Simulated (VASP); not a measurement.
Y, 1 atom in the cell. Symmetry: Fm-3m, No. 225, cubic system. The conventional cell has a = 4.081 Å, b = 4.081 Å, c = 4.081 Å, α = 90.00°, β = 90.00°, γ = 90.00°. Within 3.8 Å of Y (site symmetry m-3m) lie 12 Y at 2.89 Å. This isn't the form of Y at room conditions, which is hcp.

* Program: VASP 6.6.1
* Task: single point
* Functional: PBEsol
* Potentials or basis: VASP PAW PBE potentials, release 64 (Y_sv)
* Cutoff: 520 eV
* k mesh: 18 × 18 × 18
* Occupations: gaussian, width 0.1 eV
* Spin: no spin polarisation
* Dipole correction: no
* Further INCAR settings: ALGO = Fast; EDIFF = 1e-07; NBANDS = 12

Potentials or basis: VASP PAW PBE potentials, release 64 (Y_sv).

The run is started by

```bash
$ cat potpaw_PBE.64/Y_sv/POTCAR > POTCAR
$ mpirun -np 1 vasp_std > vasp.out
```

Hardware: 1 thread of Intel(R) Xeon(R) 6975P-C (Granite Rapids), on a shared host.

**Question.** Estimate the wall time of this run.

**Answer.** It took 20 s on 1 thread of Intel(R) Xeon(R) 6975P-C (Granite Rapids), with other jobs on the host, peak memory 0.19 GiB. Counts: scf iterations 16, k points 195.
